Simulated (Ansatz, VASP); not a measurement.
**Two plane-wave programs on PbI2**

The input INCAR:

```
SYSTEM = PbI2
PREC = Accurate ; ENCUT = 500
EDIFF = 1E-6 ; ISMEAR = 0
SIGMA = 0.05 ; LREAL = .FALSE.
LASPH = .TRUE. ; NELM = 120
ALGO = Normal ; ISIF = 2
LWAVE = .FALSE. ; LCHARG = .FALSE.
NBANDS = 21 ; GGA_COMPAT = .FALSE.
```

The input KPOINTS:

```
Automatic mesh
0
G
  9 9 6
  0 0 0
```

POSCAR

```
PbI2
1.0
    4.1735674902      0.0000000000      0.0000000000
   -2.0867837451      3.6144154709      0.0000000000
    0.0000000000      0.0000000000      8.3105727926
Pb I
1 2
Direct
    0.0000000000      0.0000000000      0.0000000000
    0.3333333333      0.6666666667      0.2650000000
    0.6666666667      0.3333333333      0.7350000000
```

Input for Ansatz:

```yaml
crystal:
  lattice:
    - [4.1735674902, 0.0, 0.0]
    - [-2.0867837451, 3.6144154709, 0.0]
    - [0.0, 0.0, 8.3105727926]
  atoms:
    - { symbol: Pb, position: [0.0, 0.0, 0.0] }
    - { symbol: I, position: [0.3333333333, 0.6666666667, 0.265] }
    - { symbol: I, position: [0.6666666667, 0.3333333333, 0.735] }
basis:
  ecutwfc: 420
kpoints:
  mp_grid: { grid: [9, 9, 6] }
hamiltonian:
  xc: lda
scf:
  occupations: { method: gaussian, width: 0.05 }
output:
  forces: true
  stress: true
  eigenvalues: true
```

Alike in both runs: task single point; functional LDA; k mesh 9 × 9 × 6; occupations gaussian, width 0.05 eV; no spin polarisation.

```csv
,VASP,Ansatz
version,VASP 6.6.1,Ansatz 0.2.0
potentials or method,"VASP PAW LDA potentials, release 64 (Pb_d, I), cutoff 500 eV","scalar-relativistic, plane waves, PAW"
valence electrons in the cell,28,48
```

VASP gave:

```
gap on the k mesh at the Fermi level (eV)                     : 1.94
least direct gap on the mesh (eV)                             : 2.57
pressure (GPa)                                                : -1.5
traceless stress, the component that is largest in VASP (GPa) : -3.10
rms of the force components (eV/Å)                            : 0.299
```

Q: Which values does Ansatz return?

A: gap on the k mesh at the Fermi level (eV): 1.96; least direct gap on the mesh (eV): 2.59; pressure (GPa): -1.5; traceless stress, the component that is largest in VASP (GPa): -3.12; rms of the force components (eV/Å): 0.306.

LDA's correlation is that of Perdew and Zunger in VASP and of Perdew and Wang (1992) in Ansatz. Atom by atom the forces differ by 0.007 eV/Å (rms over components). VASP's potentials hold 28 valence electrons a cell and Ansatz's 48, so a difference there can come from the potentials and not from the codes.

Neither program's run includes spin-orbit coupling.
